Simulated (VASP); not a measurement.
# Be3Sb2: relaxation of cell and atoms with PBE

The system is Be3Sb2.

```
Be Sb
1.0
     4.24742    0.00000    0.00000
     0.00000    4.24742    0.00000
     0.00000    0.00000    6.00675
Be Sb
3 2
Direct
  0.00000 0.00000 0.00000
  0.50000 0.50000 0.50000
  0.00000 0.00000 0.50000
  0.50000 0.00000 0.75000
  0.00000 0.50000 0.25000
```

```json
{
 "Program": "VASP 6.6.1",
 "Task": "relaxation of cell and atoms",
 "Functional": "PBE",
 "Potentials or basis": "VASP PAW PBE potentials, release 64 (Be, Sb)",
 "Cutoff": "600 eV",
 "k mesh": "4 × 4 × 4",
 "Occupations": "gaussian, width 0.1 eV",
 "Spin": "no spin polarisation",
 "Dipole correction": "no",
 "Further INCAR settings": "ALGO = Normal; EDIFF = 1e-06; IBRION = 2; EDIFFG = -0.04; NSW = 90; ISIF = 3"
}
```

```yaml
Relaxed_volume: 19.06 Å³/atom
Relaxed_cell: a = 4.029 Å, b = 4.029 Å, c = 5.870 Å, α = 90.00°, β = 90.00°, γ = 90.00°
Space_group_after_relaxing_to_0.05_Å: P-4m2 (No. 115)
Energy_gained_by_relaxing: 58.4 meV/atom
Ionic_steps: 7
Pressure_after_relaxing: 0.0 GPa
Largest_force_after_relaxing: 0.032 eV/Å
Band_gap_on_the_k_mesh: zero (band 8 reaches 6.38 eV, above the bottom of band 9 at 5.41 eV)
```

Forces on the atoms (eV/Å):
```
Be   0.000  0.000  0.000
Be   0.000  0.000  0.000
Be   0.000  0.000  0.000
Sb   0.000  0.000 -0.032
Sb   0.000  0.000  0.032
```

Stress tensor (GPa, compression positive):
```
-0.12  0.00  0.00
 0.00 -0.12  0.00
 0.00  0.00  0.19
```

Step by step:
| step | energy change (eV) | largest force (eV/Å) | pressure (GPa) | volume (Å³) |
| --- | --- | --- | --- | --- |
| 1 | 0.0000 | 0.0170 | -6.18 | 108.37 |
| 2 | -0.2679 | 0.4301 | 0.18 | 95.78 |
| 3 | -0.2680 | 0.4219 | 0.05 | 95.97 |
| 4 | -0.2842 | 0.2199 | 0.07 | 95.58 |
| 5 | -0.2914 | 0.0237 | 0.11 | 95.11 |
| 6 | -0.2914 | 0.0328 | 0.11 | 95.09 |
| 7 | -0.2921 | 0.0318 | -0.02 | 95.30 |

Final structure:
```xyz
5
Lattice="4.0294 0.0000 0.0000 0.0000 4.0294 0.0000 0.0000 0.0000 5.8696" Properties=species:S:1:pos:R:3 pbc="T T T"
Be    0.0000    4.0294    0.0000
Be    2.0147    2.0147    2.9348
Be    0.0000    4.0294    2.9348
Sb    2.0147    4.0294    4.4462
Sb    0.0000    2.0147    1.4233
```

Levels at points of the mesh, in eV from the Fermi level:
```tsv
k point	band 6	band 7	band 8	band 9	band 10	band 11
(0.00, 0.00, 0.00)	-0.15	0.06	0.06	0.24	0.37	1.58
(0.50, 0.00, 0.00)	-3.82	-2.25	-1.08	1.29	2.28	2.40
(0.50, 0.50, 0.00)	-3.58	-3.58	-2.62	-0.90	0.50	0.50
(0.00, 0.00, 0.50)	-2.94	-1.81	-1.81	0.31	1.05	1.81
(0.50, 0.00, 0.50)	-2.02	-1.39	-0.99	0.82	1.34	1.57
(0.50, 0.50, 0.50)	-4.22	-4.22	-3.68	1.94	2.18	3.54
```

Run time: 88 s on 1 thread of Intel(R) Xeon(R) Platinum 8375C CPU @ 2.90GHz (Ice Lake) (shared host), peak memory 0.26 GiB.

Caveat: the k points lie up to 0.39 Å⁻¹ apart in the final cell; spin-orbit coupling is left out, which moves the levels of the heavy elements.
